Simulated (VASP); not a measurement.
# PrBe3Si (Pm-3m) in VASP: notebook, part 2 of 2

VASP 6.6.1. The steps go on from the part before.

## Step 3: Single point, PBE

This run uses another cell than the first one, of 23.32 Å³/atom, 1.443 times its volume.

Input file INCAR:

```
PREC = Accurate
ENCUT = 600
EDIFF = 1E-6
ISMEAR = 0
SIGMA = 0.2
LREAL = False
LASPH = True
NELM = 200
ALGO = Normal
ISIF = 2
LWAVE = False
LCHARG = True
GGA = PE
LELF = True
LVHAR = True
NBANDS = 20
GGA_COMPAT = False
LMAXMIX = 6
```

Input file KPOINTS:

```
Automatic mesh
0
Gamma
  4 4 4
```

Input file POSCAR:

```
PrBe3Si
1.0
    4.8851859449      0.0000000000      0.0000000000
    0.0000000000      4.8851859449      0.0000000000
    0.0000000000      0.0000000000      4.8851859449
Pr Be Si
1 3 1
Direct
    0.5000000000      0.5000000000      0.5000000000
    0.0000000000      0.5000000000      0.5000000000
    0.5000000000      0.0000000000      0.5000000000
    0.5000000000      0.5000000000      0.0000000000
    0.0000000000      0.0000000000      0.0000000000
```

Potentials or basis: VASP PAW PBE potentials, release 64 (Pr, Be, Si).

Launch:

```console
$ cat potpaw_PBE.64/Pr/POTCAR potpaw_PBE.64/Be/POTCAR potpaw_PBE.64/Si/POTCAR > POTCAR
$ mpirun -np 1 vasp_std > vasp.out
```

OUTCAR:

```text
PREC = Accurate
   ENCUT = 600
   EDIFF = 1E-6
   ISMEAR = 0
   LREAL = False
   LASPH = True
   NELM = 200
   ISIF = 2
   GGA = PE

 ion  position               nearest neighbor table
   1  0.500  0.500  0.500-   2 2.44   3 2.44   4 2.44   4 2.44   3 2.44   2 2.44
   2  0.000  0.500  0.500-   1 2.44   1 2.44
   3  0.500  0.000  0.500-   1 2.44   1 2.44
   4  0.500  0.500  0.000-   1 2.44   1 2.44
   5  0.000  0.000  0.000-

  LATTYP: Found a simple cubic cell.
[... 414 lines left out ...]
  Direction    XX          YY          ZZ          XY          YZ          ZX
  --------------------------------------------------------------------------------------
  -------------------------------------------------------------------------------------
  Total       -0.4051910     -0.4051910     -0.4051910     -0.0000000      0.0000000     -0.0000000
  in kB       -5.5683565     -5.5683565     -5.5683565     -0.0000000      0.0000000     -0.0000000
  external PRESSURE =      -5.5683565 kB  Pullay stress =       0.0000000 kB

 VOLUME and BASIS-vectors are now :
 -----------------------------------------------------------------------------
  energy-cutoff  :      600.00
  volume of cell :      116.59
      direct lattice vectors                 reciprocal lattice vectors
     4.885185945  0.000000000  0.000000000     0.204700499  0.000000000  0.000000000
     0.000000000  4.885185945  0.000000000     0.000000000  0.204700499  0.000000000
     0.000000000  0.000000000  4.885185945     0.000000000  0.000000000  0.204700499

 POSITION                                       TOTAL-FORCE (eV/Angst)
 -----------------------------------------------------------------------------------
      2.44259      2.44259      2.44259         0.000000      0.000000      0.000000
      0.00000      2.44259      2.44259         0.000000      0.000000      0.000000
      2.44259      0.00000      2.44259         0.000000      0.000000      0.000000
      2.44259      2.44259      0.00000         0.000000      0.000000      0.000000
      0.00000      0.00000      0.00000         0.000000      0.000000      0.000000
 -----------------------------------------------------------------------------------
    total drift:                                0.000000      0.000000     -0.000000

  FREE ENERGIE OF THE ION-ELECTRON SYSTEM (eV)
  ---------------------------------------------------
  free  energy   TOTEN  =       -10.7479959456 eV

  energy  without entropy=      -10.3640876797  energy(sigma->0) =      -10.55604181
```

stdout:

```text
POSCAR found type information on POSCAR PrBeSi
 POSCAR found :  3 types and       5 ions
 scaLAPACK will be used
 LDA part: xc-table for (Slater+PW92), standard interpolation
 POSCAR, INCAR and KPOINTS ok, starting setup
 FFT: planning ... GRIDC
 FFT: planning ... GRID_SOFT
 FFT: planning ... GRID
 WAVECAR not read
 entering main loop
```

It took 87 s on 1 thread of Intel Xeon 8259CL, shared host; peak memory 0.27 GiB.

Results:

```
Free energy : -10.7480 eV
Pressure    : -0.6 GPa
```

Levels at points of the mesh, in eV from the Fermi level:
| k point | band 7 | band 8 | band 9 | band 10 | band 11 | band 12 | band 13 | band 14 | band 15 | band 16 |
| --- | --- | --- | --- | --- | --- | --- | --- | --- | --- | --- |
| (0.00, 0.00, 0.00) | -1.95 | -1.95 | -0.47 | -0.47 | -0.47 | 0.14 | 0.14 | 0.14 | 0.25 | 0.33 |
| (0.50, 0.00, 0.00) | -1.70 | -0.60 | -0.60 | -0.28 | -0.08 | 0.03 | 0.09 | 0.09 | 0.24 | 0.25 |
| (0.50, 0.50, 0.00) | -2.16 | -2.16 | -0.32 | -0.11 | 0.02 | 0.02 | 0.07 | 0.12 | 0.19 | 0.31 |
| (0.50, 0.50, 0.50) | -2.38 | -2.38 | -0.47 | -0.47 | -0.47 | -0.07 | -0.07 | 0.22 | 0.25 | 0.31 |

Caveat: spin-orbit coupling is left out, which moves the levels of the heavy elements; without U or exact exchange the open f shell lies at the Fermi level, which spoils levels, moments and volumes. Spin polarisation is off, so any magnetic state and its effect on volume and gap are missing.

## Step 4: Single point, PBE

This run uses another cell than the first one, of 24.28 Å³/atom, 1.503 times its volume.

Input file INCAR:

```
SYSTEM = PrBe3Si
PREC = Accurate ; ENCUT = 600
EDIFF = 1E-6 ; ISMEAR = 0
SIGMA = 0.2 ; LREAL = .FALSE.
LASPH = .TRUE. ; NELM = 200
ALGO = Normal ; ISIF = 2
LWAVE = .FALSE. ; LCHARG = .FALSE.
GGA = PE ; NBANDS = 20
GGA_COMPAT = .FALSE. ; LMAXMIX = 6
```

Input file KPOINTS:

```
regular mesh
0
G
  4 4 4
  0 0 0
```

Input file POSCAR:

```
PrBe3Si
1.0
    4.9513020429      0.0000000000      0.0000000000
    0.0000000000      4.9513020429      0.0000000000
    0.0000000000      0.0000000000      4.9513020429
Pr Be Si
1 3 1
Direct
    0.0000000000      0.0000000000      0.0000000000
    0.5000000000      0.0000000000      0.0000000000
    0.0000000000      0.5000000000      0.0000000000
    0.0000000000      0.0000000000      0.5000000000
    0.5000000000      0.5000000000      0.5000000000
```

Launch:

```console
$ cat potpaw_PBE.64/Pr/POTCAR potpaw_PBE.64/Be/POTCAR potpaw_PBE.64/Si/POTCAR > POTCAR
$ mpirun -np 1 vasp_std > vasp.out
```

Run time: 83 s. Hardware: 1 thread of Intel Xeon 8259CL, shared host; peak memory 0.27 GiB.

Results (log left out):

| Property | Result |
| --- | --- |
| Free energy | -10.7194 eV |
| Pressure | -1.2 GPa |

Levels at points of the mesh, in eV from the Fermi level:
```csv
k point,band 7,band 8,band 9,band 10,band 11,band 12,band 13,band 14,band 15,band 16
"(0.00, 0.00, 0.00)",-1.93,-1.93,-0.43,-0.43,-0.43,0.15,0.15,0.15,0.24,0.30
"(0.50, 0.00, 0.00)",-1.70,-0.53,-0.53,-0.39,-0.08,0.05,0.10,0.10,0.22,0.24
"(0.50, 0.50, 0.00)",-2.12,-2.12,-0.30,-0.08,0.02,0.02,0.03,0.12,0.18,0.31
"(0.50, 0.50, 0.50)",-2.24,-2.24,-0.55,-0.55,-0.55,-0.05,-0.05,0.11,0.23,0.30
```

Caveat: spin-orbit coupling is left out, which moves the levels of the heavy elements; without U or exact exchange the open f shell lies at the Fermi level, which spoils levels, moments and volumes.

## Step 5: The runs side by side

| cell | gap on the mesh (eV) | pressure (GPa) |
| --- | --- | --- |
| a = 4.323 Å, 5 atoms | none | -4.0 |
| a = 4.885 Å, 5 atoms | none | -0.6 |
| a = 4.951 Å, 5 atoms | none | -1.2 |

Alike in all rows: task single point; level PBE; potentials or basis VASP PAW PBE potentials, release 64 (Pr, Be, Si); no spin polarisation; k mesh 4 × 4 × 4; cutoff (eV) 600; smearing gaussian 0.2 eV.

Caveats: some runs use coarse meshes; spin-orbit coupling is left out, which moves the levels of the heavy elements; without U or exact exchange the open f shell lies at the Fermi level, which spoils levels, moments and volumes.

Absolute energies hang on the potentials; compare differences alone.
